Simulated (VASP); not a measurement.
## AgCl: single point with PBEsol

Crystal: AgCl.

```xyz
2
Lattice="3.4340 0.0000 0.0000 0.0000 3.4340 0.0000 0.0000 0.0000 3.4340" Properties=species:S:1:pos:R:3 pbc="T T T"
Ag    0.0000    0.0100    0.0000
Cl    1.7170    1.7170    1.7170
```

```json
{"Program": "VASP 6.6.1", "Task": "single point", "Functional": "PBEsol", "Potentials or basis": "VASP PAW PBE potentials, release 64 (Ag, Cl)", "Cutoff": "520 eV", "k mesh": "5 × 5 × 5", "Occupations": "gaussian, width 0.01 eV", "Spin": "no spin polarisation"}
```

The pressure is -4.7 GPa and the band gap on the k mesh is 0.51 eV, indirect (least direct gap 1.93 eV).

Levels at points of the mesh, in eV from the valence-band top:
```
           k point  band 6  band 7  band 8  band 9  band 10  band 11  band 12  band 13
(0.00, 0.00, 0.00)   -1.70   -1.42   -1.42   -1.42     0.51     9.39     9.40    13.59
```

It took 7.3 s on 1 thread of Intel(R) Xeon(R) Platinum 8488C (Sapphire Rapids), on a shared host, peak memory 0.15 GiB.

Caveat: the PAW data sets were made with another functional, which shifts forces and pressure a little. PBEsol gaps usually lie below the measured ones, often by a third to a half.
